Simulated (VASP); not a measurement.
# Te (Cmce) in VASP: a series of runs

Te is run at these levels: PBEsol; tasks: single point, relaxation of cell and atoms.

All numbers are computed with VASP 6.6.1; they aren't measurements. Logs are shortened: lines on timing, memory, paths and dates and some standing lists are left out, and cuts for length are marked.

**1. The cell of the first run**

It takes space group Cmce (No. 64, orthorhombic). The conventional cell has a = 6.799 Å, b = 4.493 Å, c = 9.165 Å, α = 90.00°, β = 90.00°, γ = 90.00°. Within 3.4 Å of Te (site symmetry m) lie 3 Te at 2.53 to 3.32 Å.

**2. Single point, PBEsol**

Input file INCAR:

```
SYSTEM = Te
PREC     = Accurate       ! precision mode
ENCUT    = 520            ! plane-wave cutoff, eV
EDIFF    = 1E-6           ! SCF threshold, eV
ISMEAR   = 0              ! smearing method
SIGMA    = 0.1            ! smearing width, eV
LREAL    = .False.        ! projectors in reciprocal space
LASPH    = .True.         ! aspherical terms in the spheres
NELM     = 60             ! most SCF steps
ALGO     = Normal         ! electronic algorithm
ISIF     = 2              ! what is computed and relaxed
LWAVE    = .False.        ! write WAVECAR
LCHARG   = .False.        ! write CHGCAR
GGA      = PS             ! functional
NBANDS   = 20             ! bands
```

Input file KPOINTS:

```
regular mesh
0
Gamma
  6 6 2
  0 0 0
```

Input file POSCAR:

```
Te
1.0
    3.3992688919     -2.2466566970      0.0000000000
    3.3992688919      2.2466566970      0.0000000000
    0.0000000000      0.0000000000      9.1646725742
Te
4
Direct
    0.8500000000      0.1500000000      0.1170000000
    0.6500000000      0.3500000000      0.6170000000
    0.1500000000      0.8500000000      0.8830000000
    0.3500000000      0.6500000000      0.3830000000
```

Potentials or basis: VASP PAW PBE potentials, release 64 (Te).

Run with:

```bash
$ cat potpaw_PBE.64/Te/POTCAR > POTCAR
$ mpirun -np 1 vasp_std > vasp.out
```

OUTCAR:

```text
SYSTEM = Te
   PREC = Accurate
   ENCUT = 520
   EDIFF = 1E-6
   ISMEAR = 0
   LREAL = .False.
   LASPH = .True.
   NELM = 60
   ISIF = 2
   GGA = PS

 ion  position               nearest neighbor table
   1  0.850  0.150  0.117-   3 2.53   4 3.32   4 3.32
   2  0.650  0.350  0.617-   4 2.53   3 3.32   3 3.32
   3  0.150  0.850  0.883-   1 2.53   2 3.32   2 3.32
   4  0.350  0.650  0.383-   2 2.53   1 3.32   1 3.32

  LATTYP: Found a base centered orthorhombic cell.
 ALAT       =     4.4933133940
 B/A-ratio  =     1.5130344108
 C/A-ratio  =     2.0396246090

  Lattice vectors:

 A1 = (  -3.3992688919,  -2.2466566970,   0.0000000000)
 A2 = (   3.3992688919,  -2.2466566970,   0.0000000000)
 A3 = (   0.0000000000,   0.0000000000,   9.1646725742)

Analysis of symmetry for initial positions (statically):
=====================================================================
 Subroutine PRICEL returns:
 Original cell was already a primitive cell.

 Routine SETGRP: Setting up the symmetry group for a
 base centered orthorhombic supercell.

 Subroutine GETGRP returns: Found  8 space group operations
 (whereof  4 operations were pure point group operations)
 out of a pool of  8 trial point group operations.

The static configuration has the point symmetry C_2h.
 The point group associated with its full space group is D_2h.

Analysis of symmetry for dynamics (positions and initial velocities):
=====================================================================
 Subroutine PRICEL returns:
 Original cell was already a primitive cell.

 Routine SETGRP: Setting up the symmetry group for a
 base centered orthorhombic supercell.

 Subroutine GETGRP returns: Found  8 space group operations
 (whereof  4 operations were pure point group operations)
 out of a pool of  8 trial point group operations.

The dynamic configuration has the point symmetry C_2h.
 The point group associated with its full space group is D_2h.

 Subroutine INISYM returns: Found  8 space group operations
 (whereof  4 operations are pure point group operations),
 and found     1 'primitive' translations

----------------------------------------------------------------------------------------

                                     Primitive cell

  volume of cell :     139.9810

  direct lattice vectors                    reciprocal lattice vectors
     3.399268892 -2.246656697  0.000000000     0.147090453 -0.222552916  0.000000000
     3.399268892  2.246656697  0.000000000     0.147090453  0.222552916  0.000000000
     0.000000000  0.000000000  9.164672574     0.000000000  0.000000000  0.109114646

  length of vectors
     4.074615971  4.074615971  9.164672574     0.266768442  0.266768442  0.109114646

  position of ions in fractional coordinates (direct lattice)
     0.850000000  0.150000000  0.117000000
     0.650000000  0.350000000  0.617000000
     0.150000000  0.850000000  0.883000000
     0.350000000  0.650000000  0.383000000

  ion indices of the primitive-cell ions
   primitive index   ion index
                 1           1
                 2           2
                 3           3
                 4           4

----------------------------------------------------------------------------------------

 KPOINTS: regular mesh

Automatic generation of k-mesh.
 Grid dimensions read from file:
 generate k-points for:    6    6    2

 Generating k-lattice:

  Cartesian coordinates                     Fractional coordinates (reciprocal lattice)
     0.024515075 -0.037092153  0.000000000     0.166666667  0.000000000  0.000000000
     0.024515075  0.037092153  0.000000000     0.000000000  0.166666667  0.000000000
     0.000000000  0.000000000  0.054557323     0.000000000  0.000000000  0.500000000

  Length of vectors
     0.044461407  0.044461407  0.054557323

  Shift w.r.t. Gamma in fractional coordinates (k-lattice)
     0.000000000  0.000000000  0.000000000

 Subroutine IBZKPT returns following result:
 ===========================================

 Found     26 irreducible k-points:

 Following reciprocal coordinates:
            Coordinates               Weight
  0.000000  0.000000  0.000000      1.000000
  0.166667  0.000000  0.000000      4.000000
  0.333333  0.000000  0.000000      4.000000
  0.500000  0.000000  0.000000      2.000000
  0.166667  0.166667  0.000000      2.000000
  0.333333  0.166667  0.000000      4.000000
[... 16 lines left out ...]
  0.333333  0.333333  0.500000      2.000000
  0.500000  0.333333  0.500000      4.000000
 [... further k-points ...]
   k-points           NKPTS =     26   k-points in BZ     NKDIM =     26   number of bands    NBANDS=     20
   number of dos      NEDOS =    301   number of ions     NIONS =      4
   total plane-waves  NPLWV =  63000
   dimension x,y,z NGX =    30 NGY =   30 NGZ =   70
   dimension x,y,z NGXF=    60 NGYF=   60 NGZF=  140
   ions per type =               4
   NGX,Y,Z   is equivalent  to a cutoff of  12.24, 12.24, 12.70 a.u.
   NGXF,Y,Z  is equivalent  to a cutoff of  24.48, 24.48, 25.40 a.u.
 SYSTEM =  Te
   PREC   = accura    normal or accurate (medium, high low for compatibility)
   ISTART =      0    job   : 0-new  1-cont  2-samecut
   ICHARG =      2    charge: 1-file 2-atom 10-const
   ISPIN  =      1    spin polarized calculation?
   LNONCOLLINEAR =      F non collinear calculations
   LSORBIT =      F    spin-orbit coupling
   LASPH  =      T    aspherical Exc in radial PAW
   ENCUT  =  520.0 eV  38.22 Ry    6.18 a.u.   7.58  7.58 17.04*2*pi/ulx,y,z
   NELM   =     60;   NELMIN=  2; NELMDL= -5     # of ELM steps
   EDIFF  = 0.1E-05   stopping-criterion for ELM
   LREAL  =      F    real-space projection
   EDIFFG = 0.1E-04   stopping-criterion for IOM
   NSW    =      0    number of steps for IOM
   IBRION =     -1    ionic relax: 0-MD 1-quasi-New 2-CG
   NFREE  =      0    steps in history (QN), initial steepest desc. (CG)
   ISIF   =      2    stress and relaxation
   ISYM   =      2    0-nonsym 1-usesym 2-fastsym
   POTIM  = 0.5000    time-step for ionic-motion
   TEBEG  =    0.0;   TEEND  =   0.0 temperature during run
   PSTRESS=    0.0 pullay stress
   NELECT =      24.0000    total number of electrons
   NUPDOWN=      -1.0000    fix difference up-down
   EMIN   =  10.00;   EMAX   =-10.00  energy-range for DOS
   EFERMI =   0.00;   METHOD = LEGACY
   ISMEAR =     0;   SIGMA  =   0.10  broadening in eV -4-tet -1-fermi 0-gaus
   EFERMI_NEDOS =   21; number of points for ismear=-14 and -15
   IALGO  =     38    algorithm
   IMIX   =      4    mixing-type and parameters
     AMIX     =   0.40;   BMIX     =  1.00
     AMIX_MAG =   1.60;   BMIX_MAG =  1.00
  volume/ion in A,a.u.               =      35.00       236.16
  Fermi-wavevector in a.u.,A,eV,Ry     =   0.909471  1.718651 11.253889  0.827137
  Thomas-Fermi vector in A             =   2.033519
   LORBIT       =      0    0 simple, 1 ext, 2 COOP (PROOUT), +10 PAW based schemes
   GGA     = PS    functional components
   LHFCALC =     F    Hartree Fock is set to
   AEXX    =    0.0000 exact exchange contribution
   IVDW    =     0    specifies the selected vdW correction
   LEPSILON=     F    determine dielectric tensor
   LRPA    =     F    only Hartree local field effects (RPA)
 non-spin polarized calculation
 Gauss-broadening in eV      SIGMA  =   0.10
  energy-cutoff  :      520.00
  volume of cell :      139.98
 maximum number of plane-waves:      3803
   NGX = 15   NGY = 15   NGZ = 35

 number of electron      24.0000000 magnetization

 Free energy of the ion-electron system (eV)
  ---------------------------------------------------
  ext. energy  EPLUGINS =         0.00000000
  ---------------------------------------------------
  free energy    TOTEN  =       -12.18918489 eV

  energy without entropy =      -12.17328333  energy(sigma->0) =      -12.18123411

 E-fermi :   4.9776     XC(G=0):  -9.1307

 val. band max:        4.9366770490   @ k =  -0.3333   0.1667   0.5000
 cond. band min:       5.0312498281   @ k =   0.5000   0.1667   0.0000
 fundamental gap:      0.0945727791
 Fermi energy:         4.9776106358

 k-point     1 :       0.0000    0.0000    0.0000
  band No.  band energies     occupation
      1      -8.2769      2.00000
      2      -7.4266      2.00000
      3      -5.6283      2.00000
      4      -3.2942      2.00000
      5       0.3400      2.00000
      6       2.7177      2.00000
[... 12 lines left out ...]
     19      10.4917      0.00000
     20      11.0960      0.00000

 k-point     2 :       0.1667    0.0000    0.0000
  band No.  band energies     occupation
      1      -8.1080      2.00000
      2      -7.3287      2.00000
      3      -5.4640      2.00000
      4      -3.4668      2.00000
      5       0.3555      2.00000
      6       2.2319      2.00000
[... 12 lines left out ...]
     19      10.5776      0.00000
     20      11.4374      0.00000

 k-point     3 :       0.3333    0.0000    0.0000
  band No.  band energies     occupation
      1      -7.6749      2.00000
      2      -7.1579      2.00000
      3      -5.0405      2.00000
      4      -3.9515      2.00000
      5       0.0816      2.00000
      6       0.7553      2.00000
[... 12 lines left out ...]
     19      11.5026      0.00000
     20      12.3500      0.00000

 k-point     4 :       0.5000    0.0000    0.0000
  band No.  band energies     occupation
      1      -7.2426      2.00000
      2      -7.2426      2.00000
      3      -4.5206      2.00000
      4      -4.5206      2.00000
      5      -0.0491      2.00000
      6      -0.0491      2.00000
[... 429 lines left out ...]
 k-point    23 :       0.3333    0.3333    0.5000
  band No.  band energies     occupation
      1      -7.4336      2.00000
      2      -7.4336      2.00000
      3      -4.1466      2.00000
      4      -4.1466      2.00000
      5       1.2055      2.00000
      6       1.2055      2.00000
[... 12 lines left out ...]
     19      12.3751      0.00000
     20      12.3751      0.00000

 k-point    24 :       0.5000    0.3333    0.5000
  band No.  band energies     occupation
      1      -7.2352      2.00000
      2      -7.2352      2.00000
      3      -4.1435      2.00000
      4      -4.1435      2.00000
      5       0.9078      2.00000
      6       0.9078      2.00000
[... 12 lines left out ...]
     19      11.7949      0.00000
     20      11.7949      0.00000

 [... further k-points ...]

------------------------ aborting loop because EDIFF is reached ----------------------------------------

  FORCE on cell =-STRESS in cart. coord.  units (eV):
  Direction    XX          YY          ZZ          XY          YZ          ZX
  --------------------------------------------------------------------------------------
  -------------------------------------------------------------------------------------
  Total       -1.5105023      0.6372167      4.9984048      0.0000000     -0.0000000      0.0000000
  in kB      -17.2887177      7.2933749     57.2101148      0.0000000     -0.0000000      0.0000000
  external PRESSURE =      15.7382573 kB  Pullay stress =       0.0000000 kB

 VOLUME and BASIS-vectors are now :
 -----------------------------------------------------------------------------
  energy-cutoff  :      520.00
  volume of cell :      139.98
      direct lattice vectors                 reciprocal lattice vectors
     3.399268892 -2.246656697  0.000000000     0.147090453 -0.222552916  0.000000000
     3.399268892  2.246656697  0.000000000     0.147090453  0.222552916  0.000000000
     0.000000000  0.000000000  9.164672574     0.000000000  0.000000000  0.109114646

 POSITION                                       TOTAL-FORCE (eV/Angst)
 -----------------------------------------------------------------------------------
      3.39927     -1.57266      1.07227         0.000000      1.015349      1.606143
      3.39927     -0.67400      5.65460         0.000000     -1.015349      1.606143
      3.39927      1.57266      8.09241         0.000000     -1.015349     -1.606143
      3.39927      0.67400      3.51007         0.000000      1.015349     -1.606143
 -----------------------------------------------------------------------------------
    total drift:                                0.000000     -0.000000     -0.000000

  FREE ENERGIE OF THE ION-ELECTRON SYSTEM (eV)
  ---------------------------------------------------
  free  energy   TOTEN  =       -12.1891848862 eV

  energy  without entropy=      -12.1732833339  energy(sigma->0) =      -12.18123411
```

Wall time 33 s (1 thread of Intel Xeon 6975P-C (Granite Rapids), shared host); peak memory 0.25 GiB.

What came out:

```yaml
Free_energy: -12.1892 eV
Pressure: 1.6 GPa
Largest_force: 1.900 eV/Å
Band_gap_on_the_k_mesh: zero (bands 12 and 13 overlap by 1.44 eV)
```

Forces in eV/Å, atoms in the order of the input:
```
Te   0.000  1.015  1.606
Te   0.000 -1.015  1.606
Te   0.000 -1.015 -1.606
Te   0.000  1.015 -1.606
```

Stress tensor (GPa, compression positive):
```
-1.73  0.00  0.00
 0.00  0.73  0.00
 0.00  0.00  5.72
```

Caveat: the stress differs along the axes, from -2 to 6 GPa; the PAW data sets were made with another functional, which shifts forces and pressure a little; spin-orbit coupling is left out, which moves the levels of the heavy elements.

**3. Single point, PBEsol**

This run uses another cell than the first one, of 34.88 Å³/atom.

Input file INCAR:

```
PREC = Accurate
ENCUT = 520
EDIFF = 1E-6
ISMEAR = 0
SIGMA = 0.1
LREAL = False
LASPH = True
NELM = 80
ALGO = Normal
ISIF = 2
LWAVE = False
LCHARG = True
GGA = PS
LELF = True
LVHAR = True
NBANDS = 20
```

Input file KPOINTS:

```
regular mesh
0
Gamma
  6 6 4
```

Input file POSCAR:

```
Te
1.0
    2.0255215920     -6.4253706090      0.0000000000
    2.0255215920      6.4253706090      0.0000000000
    0.0000000000      0.0000000000      5.3605949081
Te
4
Direct
    0.0980000000      0.9020000000      0.9100000000
    0.5980000000      0.4020000000      0.5900000000
    0.9020000000      0.0980000000      0.0900000000
    0.4020000000      0.5980000000      0.4100000000
```

Potentials or basis: VASP PAW PBE potentials, release 64 (Te).

Run with:

```bash
$ cat potpaw_PBE.64/Te/POTCAR > POTCAR
$ mpirun -np 1 vasp_std > vasp.out
```

OUTCAR:

```text
PREC = Accurate
   ENCUT = 520
   EDIFF = 1E-6
   ISMEAR = 0
   LREAL = False
   LASPH = True
   NELM = 80
   ISIF = 2
   GGA = PS

 ion  position               nearest neighbor table
   1  0.098  0.902  0.910-   2 2.65   2 2.65   3 2.70
   2  0.598  0.402  0.590-   1 2.65   1 2.65   4 2.70
   3  0.902  0.098  0.090-   4 2.65   4 2.65   1 2.70
   4  0.402  0.598  0.410-   3 2.65   3 2.65   2 2.70

  LATTYP: Found a base centered orthorhombic cell.
 ALAT       =     4.0510431840
 B/A-ratio  =     3.1722054380
 C/A-ratio  =     1.3232628399

  Lattice vectors:

 A1 = (   2.0255215920,  -6.4253706090,   0.0000000000)
 A2 = (   2.0255215920,   6.4253706090,   0.0000000000)
 A3 = (   0.0000000000,   0.0000000000,   5.3605949081)

Analysis of symmetry for initial positions (statically):
=====================================================================
 Subroutine PRICEL returns:
 Original cell was already a primitive cell.

 Routine SETGRP: Setting up the symmetry group for a
 base centered orthorhombic supercell.

[... 166 lines left out ...]
  ext. energy  EPLUGINS =         0.00000000
  ---------------------------------------------------
  free energy    TOTEN  =       -10.10058553 eV

  energy without entropy =      -10.08343354  energy(sigma->0) =      -10.09200953

 E-fermi :   6.2638     XC(G=0):  -8.9252

 val. band max:        6.2440671993   @ k =   0.5000   0.1667   0.0000
 cond. band min:       6.2837012293   @ k =   0.5000  -0.0000   0.0000
 fundamental gap:      0.0396340299
 Fermi energy:         6.2638249746

 k-point     1 :       0.0000    0.0000    0.0000
  band No.  band energies     occupation
      1      -9.4307      2.00000
      2      -7.6252      2.00000
      3      -5.2676      2.00000
      4      -2.2449      2.00000
      5      -0.5508      2.00000
      6       0.8966      2.00000
[... 541 lines left out ...]
     19      11.1828      0.00000
     20      11.5415      0.00000

 [... further k-points ...]
[... 5 lines left out ...]
  --------------------------------------------------------------------------------------
  -------------------------------------------------------------------------------------
  Total       15.3585261     10.6845873     10.8757739      0.0000000     -0.0000000      0.0000000
  in kB      176.3526858    122.6846671    124.8799482      0.0000000     -0.0000000      0.0000000
  external PRESSURE =     141.3057670 kB  Pullay stress =       0.0000000 kB

 VOLUME and BASIS-vectors are now :
 -----------------------------------------------------------------------------
  energy-cutoff  :      520.00
  volume of cell :      139.53
      direct lattice vectors                 reciprocal lattice vectors
     2.025521592 -6.425370609  0.000000000     0.246849998 -0.077816523  0.000000000
     2.025521592  6.425370609  0.000000000     0.246849998  0.077816523  0.000000000
     0.000000000  0.000000000  5.360594908     0.000000000  0.000000000  0.186546459

 POSITION                                       TOTAL-FORCE (eV/Angst)
 -----------------------------------------------------------------------------------
      2.02552      5.16600      4.87814         0.000000     -2.449510      2.260070
      2.02552     -1.25937      3.16275         0.000000     -2.449510     -2.260070
      2.02552     -5.16600      0.48245         0.000000      2.449510     -2.260070
      2.02552      1.25937      2.19784         0.000000      2.449510      2.260070
 -----------------------------------------------------------------------------------
    total drift:                                0.000000      0.000000      0.000000

  FREE ENERGIE OF THE ION-ELECTRON SYSTEM (eV)
  ---------------------------------------------------
  free  energy   TOTEN  =       -10.1005855271 eV

  energy  without entropy=      -10.0834335415  energy(sigma->0) =      -10.09200953
```

stdout:

```text
POSCAR found type information on POSCAR Te
 POSCAR found :  1 types and       4 ions
 scaLAPACK will be used
 -----------------------------------------------------------------------------
|                                                                             |
|                                                                             |
|     You enforced a specific xc type in the INCAR file but a different       |
|     I HOPE YOU KNOW WHAT YOU ARE DOING!                                     |
|                                                                             |
 -----------------------------------------------------------------------------

 LDA part: xc-table for (Slater+PW92), standard interpolation
 POSCAR, INCAR and KPOINTS ok, starting setup
 FFT: planning ... GRIDC
 FFT: planning ... GRID_SOFT
 FFT: planning ... GRID
 WAVECAR not read
 entering main loop
```

Run time: 84 s. Hardware: 1 thread of Intel Xeon 6975P-C (Granite Rapids), shared host; peak memory 0.31 GiB.

What came out:

- Free energy: -10.1006 eV
- Pressure: 14.1 GPa
- Largest force: 3.333 eV/Å
- Band gap on the k mesh: zero (bands 12 and 13 overlap by 1.32 eV)

Forces on the atoms (eV/Å):
```
Te   0.000 -2.450  2.260
Te   0.000 -2.450 -2.260
Te   0.000  2.450 -2.260
Te   0.000  2.450  2.260
```

Stress tensor (GPa, compression positive):
```
17.64  0.00  0.00
 0.00 12.27  0.00
 0.00  0.00 12.49
```

Caveat: the stress differs along the axes, from 12 to 18 GPa; the PAW data sets were made with another functional, which shifts forces and pressure a little; spin-orbit coupling is left out, which moves the levels of the heavy elements.

[end of part 1 of 2]

The gap in the log of VASP goes by the Fermi energy; the results here count the filled bands.